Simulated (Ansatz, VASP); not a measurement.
HF: VASP beside Ansatz

```
F H
1.0
    15.00000    0.00000    0.00000
     0.00000   15.50000    0.00000
     0.00000    0.00000   16.00000
F H
1 1
Direct
  0.47680 0.49905 0.48392
  0.52320 0.50095 0.51608
```

Alike in both runs: task relaxation of the atoms; functional PBEsol; k mesh 1 × 1 × 1; occupations gaussian, width 0.005 eV; no spin polarisation.

|  | VASP | Ansatz |
| --- | --- | --- |
| version | VASP 6.6.1 | Ansatz 0.2.0 |
| potentials or method | VASP PAW PBE potentials, release 64 (F, H), cutoff 520 eV | scalar-relativistic, plane waves, PAW |
| valence electrons in the cell | 8 | 8 |

VASP gave:

```
gap on the k mesh at the Fermi level, each at its own relaxed structure (eV) : 8.57
```

Estimate Ansatz's values.

gap on the k mesh at the Fermi level, each at its own relaxed structure (eV): 8.63.

VASP's potentials were made for PBE, not for PBEsol.
